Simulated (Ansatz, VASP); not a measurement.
Two plane-wave programs on MnCu

The input INCAR:

```
SYSTEM = MnCu
PREC     = Accurate       ! precision mode
ENCUT    = 520            ! plane-wave cutoff, eV
EDIFF    = 1E-6           ! SCF threshold, eV
ISMEAR   = 0              ! smearing method
SIGMA    = 0.1            ! smearing width, eV
LREAL    = .False.        ! projectors in reciprocal space
LASPH    = .True.         ! aspherical terms in the spheres
NELM     = 150            ! most SCF steps
ALGO     = Normal         ! electronic algorithm
ISIF     = 2              ! what is computed and relaxed
LWAVE    = .False.        ! write WAVECAR
LCHARG   = .False.        ! write CHGCAR
ISPIN    = 2              ! spin polarisation
MAGMOM   = 4 0            ! initial moments
LORBIT   = 11             ! projections on sites
LMAXMIX  = 4              ! l up to which the mixer works
GGA      = PE             ! functional
NBANDS   = 23             ! bands
```

KPOINTS

```
regular mesh
0
Gamma
  12 12 12
  0 0 0
```

Contents of POSCAR:

```
MnCu
1.0
   -1.8172830945     -1.8172830945     -3.6345661890
   -1.8172830945     -3.6345661890     -1.8172830945
   -3.6345661890     -1.8172830945     -1.8172830945
Mn Cu
1 1
Direct
    0.0000000000      0.0000000000      0.0000000000
    0.5000000000      0.5000000000      0.5000000000
```

Input for Ansatz:

```yaml
crystal:
  lattice:
    - [1.8172830945, 1.8172830945, 3.634566189]
    - [1.8172830945, 3.634566189, 1.8172830945]
    - [3.634566189, 1.8172830945, 1.8172830945]
  atoms:
    - { symbol: Mn, position: [0.0, 0.0, 0.0], spin: 4.0 }
    - { symbol: Cu, position: [0.5, 0.5, 0.5] }
basis:
  ecutwfc: 420
kpoints:
  mp_grid: { grid: [12, 12, 12] }
hamiltonian:
  xc: pbe
scf:
  occupations: { method: gaussian, width: 0.1 }
  lower_state_search: "off"
output:
  forces: true
  stress: true
  eigenvalues: true
  populations: true
magnetization:
  spin_polarized: true
```

Alike in both runs: task single point; functional PBE; k mesh 12 × 12 × 12; occupations gaussian, width 0.1 eV; collinear spin.

|  | VASP | Ansatz |
| --- | --- | --- |
| version | VASP 6.6.1 | Ansatz 0.2.0 |
| potentials or method | VASP PAW PBE potentials, release 64 (Mn_pv, Cu), cutoff 520 eV | scalar-relativistic, plane waves, PAW |
| valence electrons in the cell | 24 | 34 |

```tsv
	VASP	Ansatz	Ansatz less VASP
gap on the k mesh at the Fermi level (eV)	none	none	-
pressure (GPa)	2.8	1.9	-0.85
net moment per atom (μB)	1.28	1.25	-0.027
size of the moment on the site where the two differ most (μB)	2.42	2.34	-0.077
```

Site moments also hang on the region over which each program counts them. A gap of «none» marks a metal or a gap that the smearing closes. VASP's potentials hold 24 valence electrons a cell and Ansatz's 34, so a difference there can come from the potentials and not from the codes.
